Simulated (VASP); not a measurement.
# BP (F-43m) in VASP: settings compared

Aim: see how the results for BP move with the level of theory and the settings. Levels: LDA, PBE. Tasks: single point.

Everything below comes from runs of VASP 6.6.1. Logs are shortened: lines on timing, memory, paths and dates and some standing lists are left out, and cuts for length are marked.

### Step 1. The cell of the first run

The structure is cubic, space group F-43m (No. 216). Conventional cell: a = 4.491 Å, b = 4.491 Å, c = 4.491 Å, α = 90.00°, β = 90.00°, γ = 90.00°. Within 2.6 Å of B (site symmetry -43m) lie 4 P at 1.94 Å. P (site symmetry -43m) has 4 B at 1.94 Å within 2.6 Å.

### Step 2. Single point, LDA

The input, INCAR:

```
SYSTEM = BP
ALGO     = Normal         ! electronic algorithm
EDIFF    = 1E-6           ! SCF threshold, eV
ENCUT    = 520            ! plane-wave cutoff, eV
GGA      = CA             ! functional
ISIF     = 2              ! what is computed and relaxed
ISMEAR   = -1             ! smearing method
LASPH    = .True.         ! aspherical terms in the spheres
LCHARG   = .True.         ! write CHGCAR
LELF     = .True.         ! ELF
LREAL    = .False.        ! projectors in reciprocal space
LVHAR    = .True.       
LWAVE    = .False.        ! write WAVECAR
NBANDS   = 11             ! bands
NELM     = 80             ! most SCF steps
PREC     = Accurate       ! precision mode
SIGMA    = 0.02           ! smearing width, eV
```

The input, KPOINTS:

```
k-points
0
Gamma
  8 8 8
  0 0 0
```

The input, POSCAR:

```
BP
1.0
    0.0000000000      2.2454955276      2.2454955276
    2.2454955276      0.0000000000      2.2454955276
    2.2454955276      2.2454955276      0.0000000000
B P
1 1
Direct
    0.0000000000      0.0000000000      0.0000000000
    0.2500000000      0.2500000000      0.2500000000
```

Potentials or basis: VASP PAW LDA potentials, release 64 (B, P).

Run with:

```bash
cat potpaw_LDA.64/B/POTCAR potpaw_LDA.64/P/POTCAR > POTCAR
mpirun -np 1 vasp_std > vasp.out
```

OUTCAR:

```text
SYSTEM = BP
   EDIFF = 1E-6
   ENCUT = 520
   GGA = CA
   ISIF = 2
   ISMEAR = -1
   LASPH = .True.
   LREAL = .False.
   NELM = 80
   PREC = Accurate

 ion  position               nearest neighbor table
   1  0.000  0.000  0.000-   2 1.94   2 1.94   2 1.94   2 1.94
   2  0.250  0.250  0.250-   1 1.94   1 1.94   1 1.94   1 1.94

  LATTYP: Found a face centered cubic cell.
 ALAT       =     4.4909910552

  Lattice vectors:

 A1 = (   0.0000000000,   2.2454955276,   2.2454955276)
 A2 = (   2.2454955276,   0.0000000000,   2.2454955276)
 A3 = (   2.2454955276,   2.2454955276,   0.0000000000)

Analysis of symmetry for initial positions (statically):
=====================================================================
 Subroutine PRICEL returns:
 Original cell was already a primitive cell.

 Routine SETGRP: Setting up the symmetry group for a
 face centered cubic supercell.

 Subroutine GETGRP returns: Found 24 space group operations
 (whereof 24 operations were pure point group operations)
 out of a pool of 48 trial point group operations.

The static configuration has the point symmetry T_d .

Analysis of symmetry for dynamics (positions and initial velocities):
=====================================================================
 Subroutine PRICEL returns:
 Original cell was already a primitive cell.

 Routine SETGRP: Setting up the symmetry group for a
 face centered cubic supercell.

 Subroutine GETGRP returns: Found 24 space group operations
 (whereof 24 operations were pure point group operations)
 out of a pool of 48 trial point group operations.

The dynamic configuration has the point symmetry T_d .

 Subroutine INISYM returns: Found 24 space group operations
 (whereof 24 operations are pure point group operations),
 and found     1 'primitive' translations

----------------------------------------------------------------------------------------

                                     Primitive cell

  volume of cell :      22.6447

  direct lattice vectors                    reciprocal lattice vectors
     0.000000000  2.245495528  2.245495528    -0.222668001  0.222668001  0.222668001
     2.245495528  0.000000000  2.245495528     0.222668001 -0.222668001  0.222668001
     2.245495528  2.245495528  0.000000000     0.222668001  0.222668001 -0.222668001

  length of vectors
     3.175610229  3.175610229  3.175610229     0.385672291  0.385672291  0.385672291

  position of ions in fractional coordinates (direct lattice)
     0.000000000  0.000000000  0.000000000
     0.250000000  0.250000000  0.250000000

  ion indices of the primitive-cell ions
   primitive index   ion index
                 1           1
                 2           2

----------------------------------------------------------------------------------------

 KPOINTS: k-points

Automatic generation of k-mesh.
 Grid dimensions read from file:
 generate k-points for:    8    8    8

 Generating k-lattice:

  Cartesian coordinates                     Fractional coordinates (reciprocal lattice)
    -0.027833500  0.027833500  0.027833500     0.125000000  0.000000000  0.000000000
     0.027833500 -0.027833500  0.027833500     0.000000000  0.125000000  0.000000000
     0.027833500  0.027833500 -0.027833500     0.000000000  0.000000000  0.125000000

  Length of vectors
     0.048209036  0.048209036  0.048209036

  Shift w.r.t. Gamma in fractional coordinates (k-lattice)
     0.000000000  0.000000000  0.000000000

 Subroutine IBZKPT returns following result:
 ===========================================

 Found     29 irreducible k-points:

 Following reciprocal coordinates:
            Coordinates               Weight
  0.000000  0.000000  0.000000      1.000000
  0.125000  0.000000  0.000000      8.000000
  0.250000  0.000000  0.000000      8.000000
  0.375000  0.000000  0.000000      8.000000
  0.500000  0.000000  0.000000      4.000000
  0.125000  0.125000  0.000000      6.000000
[... 16 lines left out ...]
  0.500000  0.250000  0.125000     48.000000
 -0.375000  0.250000  0.125000     24.000000
 [... further k-points ...]
   k-points           NKPTS =     29   k-points in BZ     NKDIM =     29   number of bands    NBANDS=     11
   number of dos      NEDOS =    301   number of ions     NIONS =      2
   total plane-waves  NPLWV =  13824
   dimension x,y,z NGX =    24 NGY =   24 NGZ =   24
   dimension x,y,z NGXF=    48 NGYF=   48 NGZF=   48
   ions per type =               1   1
   NGX,Y,Z   is equivalent  to a cutoff of  12.56, 12.56, 12.56 a.u.
   NGXF,Y,Z  is equivalent  to a cutoff of  25.13, 25.13, 25.13 a.u.
 SYSTEM =  BP
   PREC   = accura    normal or accurate (medium, high low for compatibility)
   ISTART =      0    job   : 0-new  1-cont  2-samecut
   ICHARG =      2    charge: 1-file 2-atom 10-const
   ISPIN  =      1    spin polarized calculation?
   LNONCOLLINEAR =      F non collinear calculations
   LSORBIT =      F    spin-orbit coupling
   LASPH  =      T    aspherical Exc in radial PAW
   ENCUT  =  520.0 eV  38.22 Ry    6.18 a.u.   5.90  5.90  5.90*2*pi/ulx,y,z
   NELM   =     80;   NELMIN=  2; NELMDL= -5     # of ELM steps
   EDIFF  = 0.1E-05   stopping-criterion for ELM
   LREAL  =      F    real-space projection
   EDIFFG = 0.1E-04   stopping-criterion for IOM
   NSW    =      0    number of steps for IOM
   IBRION =     -1    ionic relax: 0-MD 1-quasi-New 2-CG
   NFREE  =      0    steps in history (QN), initial steepest desc. (CG)
   ISIF   =      2    stress and relaxation
   ISYM   =      2    0-nonsym 1-usesym 2-fastsym
   POTIM  = 0.5000    time-step for ionic-motion
   TEBEG  =    0.0;   TEEND  =   0.0 temperature during run
   PSTRESS=    0.0 pullay stress
   NELECT =       8.0000    total number of electrons
   NUPDOWN=      -1.0000    fix difference up-down
   EMIN   =  10.00;   EMAX   =-10.00  energy-range for DOS
   EFERMI =   0.00;   METHOD = LEGACY
   ISMEAR =    -1;   SIGMA  =   0.02  broadening in eV -4-tet -1-fermi 0-gaus
   EFERMI_NEDOS =   21; number of points for ismear=-14 and -15
   IALGO  =     38    algorithm
   IMIX   =      4    mixing-type and parameters
     AMIX     =   0.40;   BMIX     =  1.00
     AMIX_MAG =   1.60;   BMIX_MAG =  1.00
  volume/ion in A,a.u.               =      11.32        76.41
  Fermi-wavevector in a.u.,A,eV,Ry     =   1.157309  2.186997 18.223153  1.339364
  Thomas-Fermi vector in A             =   2.293921
   LORBIT       =      0    0 simple, 1 ext, 2 COOP (PROOUT), +10 PAW based schemes
   GGA     = CA    functional components
   LHFCALC =     F    Hartree Fock is set to
   AEXX    =    0.0000 exact exchange contribution
   IVDW    =     0    specifies the selected vdW correction
   LEPSILON=     F    determine dielectric tensor
   LRPA    =     F    only Hartree local field effects (RPA)
 non-spin polarized calculation
  energy-cutoff  :      520.00
  volume of cell :       22.64
 maximum number of plane-waves:       620
   NGX = 11   NGY = 11   NGZ = 11

 number of electron       8.0000001 magnetization

 Free energy of the ion-electron system (eV)
  ---------------------------------------------------
  ext. energy  EPLUGINS =         0.00000000
  ---------------------------------------------------
  free energy    TOTEN  =       -14.39741609 eV

  energy without entropy =      -14.39741609  energy(sigma->0) =      -14.39741609

 E-fermi :   8.2784     XC(G=0): -11.2171

 val. band max:        7.7834777157   @ k =   0.0000   0.0000   0.0000
 cond. band min:       8.9682000879   @ k =   0.3750   0.3750   0.0000
 fundamental gap:      1.1847223722
 Fermi energy:         8.2783547226

 k-point     1 :       0.0000    0.0000    0.0000
  band No.  band energies     occupation
      1      -7.8849      2.00000
      2       7.7835      2.00000
      3       7.7835      2.00000
      4       7.7835      2.00000
      5      11.2116      0.00000
      6      11.2116      0.00000
      7      11.2116      0.00000
      8      15.6330      0.00000
      9      19.2620      0.00000
     10      20.0570      0.00000
     11      20.0570      0.00000

 k-point     2 :       0.1250    0.0000    0.0000
  band No.  band energies     occupation
      1      -7.5969      2.00000
      2       5.9099      2.00000
      3       7.3459      2.00000
      4       7.3459      2.00000
      5      11.7805      0.00000
      6      11.8160      0.00000
      7      11.8160      0.00000
      8      16.3419      0.00000
      9      19.0818      0.00000
     10      19.0818      0.00000
     11      20.1139      0.00000

 k-point     3 :       0.2500    0.0000    0.0000
  band No.  band energies     occupation
      1      -6.7505      2.00000
      2       2.8676      2.00000
      3       6.6456      2.00000
      4       6.6456      2.00000
      5      11.9195      0.00000
      6      12.5836      0.00000
      7      12.5836      0.00000
      8      17.5555      0.00000
      9      18.8068      0.00000
     10      18.8068      0.00000
     11      20.8830      0.00000

 k-point     4 :       0.3750    0.0000    0.0000
  band No.  band energies     occupation
      1      -5.4463      2.00000
      2       0.0768      2.00000
      3       6.1628      2.00000
      4       6.1628      2.00000
      5      11.8100      0.00000
      6      12.6071      0.00000
      7      12.6071      0.00000
      8      17.8968      0.00000
      9      20.5179      0.00000
     10      20.5179      0.00000
     11      21.7247      0.00000
[... 239 lines left out ...]
 k-point    22 :       0.3750    0.2500    0.1250
  band No.  band energies     occupation
      1      -6.0082      2.00000
      2       2.8365      2.00000
      3       3.8830      2.00000
      4       5.7714      2.00000
      5      11.2269      0.00000
      6      13.7748      0.00000
      7      14.1008      0.00000
      8      15.4129      0.00000
      9      19.5452      0.00000
     10      21.7883      0.00000
     11      23.6024      0.00000

 k-point    23 :       0.5000    0.2500    0.1250
  band No.  band energies     occupation
      1      -4.7355      2.00000
      2       0.5935      2.00000
      3       3.2493      2.00000
      4       4.9659      2.00000
      5      11.8461      0.00000
      6      13.3115      0.00000
      7      15.1945      0.00000
      8      16.2302      0.00000
      9      20.3020      0.00000
     10      21.3208      0.00000
     11      24.9971      0.00000

 k-point    24 :      -0.3750    0.2500    0.1250
  band No.  band energies     occupation
      1      -3.7597      2.00000
      2      -0.8217      2.00000
      3       3.1841      2.00000
      4       4.5773      2.00000
      5      11.9041      0.00000
      6      13.0672      0.00000
      7      16.2419      0.00000
      8      17.6627      0.00000
      9      18.2921      0.00000
     10      22.3385      0.00000
     11      24.7062      0.00000

 [... further k-points ...]
[... 5 lines left out ...]
  --------------------------------------------------------------------------------------
  -------------------------------------------------------------------------------------
  Total       -0.0222114     -0.0222114     -0.0222114      0.0000000      0.0000000      0.0000000
  in kB       -1.5715187     -1.5715187     -1.5715187      0.0000000      0.0000000      0.0000000
  external PRESSURE =      -1.5715187 kB  Pullay stress =       0.0000000 kB

 VOLUME and BASIS-vectors are now :
 -----------------------------------------------------------------------------
  energy-cutoff  :      520.00
  volume of cell :       22.64
      direct lattice vectors                 reciprocal lattice vectors
     0.000000000  2.245495528  2.245495528    -0.222668001  0.222668001  0.222668001
     2.245495528  0.000000000  2.245495528     0.222668001 -0.222668001  0.222668001
     2.245495528  2.245495528  0.000000000     0.222668001  0.222668001 -0.222668001

 POSITION                                       TOTAL-FORCE (eV/Angst)
 -----------------------------------------------------------------------------------
      0.00000      0.00000      0.00000        -0.000000     -0.000000     -0.000000
      1.12275      1.12275      1.12275         0.000000      0.000000      0.000000
 -----------------------------------------------------------------------------------
    total drift:                                0.000000      0.000000      0.000000

  FREE ENERGIE OF THE ION-ELECTRON SYSTEM (eV)
  ---------------------------------------------------
  free  energy   TOTEN  =       -14.3974160887 eV

  energy  without entropy=      -14.3974160887  energy(sigma->0) =      -14.39741609
```

Wall time 2.2 s (1 thread of Intel Xeon 6975P-C (Granite Rapids), shared host); peak memory 0.12 GiB.

Results:

* Free energy: -14.3974 eV
* Pressure: -0.2 GPa
* Band gap on the k mesh: 1.18 eV, indirect (least direct gap 3.43 eV)

A k mesh can miss the band edges. Expect the measured gap to be larger: semilocal functionals such as LDA lack the derivative discontinuity.

### Step 3. Single point, PBE

This run uses another cell than the first one, of 11.67 Å³/atom, 1.031 times its volume.

The input, INCAR:

```
SYSTEM = BP
PREC = Accurate ; ENCUT = 520
EDIFF = 1E-6 ; ISMEAR = -1
SIGMA = 0.02 ; LREAL = .FALSE.
LASPH = .TRUE. ; NELM = 80
ALGO = Normal ; ISIF = 2
LWAVE = .FALSE. ; LCHARG = .FALSE.
GGA = PE ; NBANDS = 11
```

The input, KPOINTS:

```
Automatic mesh
0
G
  10 10 10
  0 0 0
```

The input, POSCAR:

```
BP
1.0
    0.0000000000      2.2683154741      2.2683154741
    2.2683154741      0.0000000000      2.2683154741
    2.2683154741      2.2683154741      0.0000000000
B P
1 1
Direct
    0.0000000000      0.0000000000      0.0000000000
    0.2500000000      0.2500000000      0.2500000000
```

Potentials or basis: VASP PAW PBE potentials, release 64 (B, P).

Run with:

```bash
cat potpaw_PBE.64/B/POTCAR potpaw_PBE.64/P/POTCAR > POTCAR
mpirun -np 1 vasp_std > vasp.out
```

Wall time 3.4 s (1 thread of Intel Xeon 6975P-C (Granite Rapids), shared host); peak memory 0.13 GiB.

It converged, with:

| Quantity | Value |
| --- | --- |
| Free energy | -12.9303 eV |
| Pressure | 1.0 GPa |
| Band gap on the k mesh | 1.24 eV, indirect (least direct gap 3.40 eV) |

Levels at points of the mesh, in eV from the valence-band top:
```
           k point  band 1  band 2  band 3  band 4  band 5  band 6  band 7  band 8
(0.00, 0.00, 0.00)  -15.47    0.00    0.00    0.00    3.40    3.40    3.40    7.39
(0.50, 0.00, 0.00)  -12.14   -9.04   -1.76   -1.76    3.79    4.71    4.71   10.13
(0.50, 0.50, 0.00)  -10.61   -8.59   -4.12   -4.12    1.33    1.66   12.13   12.13
```

### Step 4. Single point, LDA

This run uses another cell than the first one, of 11.67 Å³/atom, 1.031 times its volume.

The input, INCAR:

```
SYSTEM = BP
ALGO     = Normal         ! electronic algorithm
EDIFF    = 1E-6           ! SCF threshold, eV
ENCUT    = 520            ! plane-wave cutoff, eV
GGA      = CA             ! functional
ISIF     = 2              ! what is computed and relaxed
ISMEAR   = 0              ! smearing method
LASPH    = .TRUE.         ! aspherical terms in the spheres
LCHARG   = .FALSE.        ! write CHGCAR
LREAL    = .FALSE.        ! projectors in reciprocal space
LWAVE    = .FALSE.        ! write WAVECAR
NBANDS   = 11             ! bands
NELM     = 60             ! most SCF steps
PREC     = Accurate       ! precision mode
SIGMA    = 0.01           ! smearing width, eV
```

The input, KPOINTS:

```
k-points
0
G
  10 10 10
  0 0 0
```

POSCAR is that of step 3.

Potentials or basis: VASP PAW LDA potentials, release 64 (B, P).

Run with:

```bash
cat potpaw_LDA.64/B/POTCAR potpaw_LDA.64/P/POTCAR > POTCAR
mpirun -np 1 vasp_std > vasp.out
```

Wall time 2.9 s (1 thread of Intel Xeon 6975P-C (Granite Rapids), shared host); peak memory 0.12 GiB.

Results (log left out):

| Quantity | Value |
| --- | --- |
| Free energy | -14.3878 eV |
| Pressure | -5.2 GPa |
| Band gap on the k mesh | 1.19 eV, indirect (least direct gap 3.38 eV) |

Levels at points of the mesh, in eV from the valence-band top:
```
           k point  band 2  band 3  band 4  band 5  band 6  band 7
(0.00, 0.00, 0.00)    0.00    0.00    0.00    3.38    3.38    3.38
(0.50, 0.00, 0.00)   -9.02   -1.75   -1.75    3.79    4.68    4.68
(0.50, 0.50, 0.00)   -8.49   -4.11   -4.11    1.30    1.55   12.01
```

A k mesh can miss the band edges. LDA gaps usually lie below the measured ones, often by a third to a half.

### Step 5. Summary

```tsv
level	potentials or basis	cell	k mesh	smearing	gap on the mesh (eV)	pressure (GPa)
LDA	VASP PAW LDA potentials, release 64 (B, P)	a = 3.176 Å, angles 60.0°, 2 atoms	8 × 8 × 8	fermi-dirac 0.02 eV	1.18	-0.2
PBE	VASP PAW PBE potentials, release 64 (B, P)	a = 3.208 Å, angles 60.0°, 2 atoms	10 × 10 × 10	fermi-dirac 0.02 eV	1.24	1.0
LDA	VASP PAW LDA potentials, release 64 (B, P)	a = 3.208 Å, angles 60.0°, 2 atoms	10 × 10 × 10	gaussian 0.01 eV	1.19	-5.2
```

Alike in all rows: task single point; no spin polarisation; cutoff (eV) 520.

Total energies depend on the potentials used, so only differences within one code and one set of settings carry meaning.
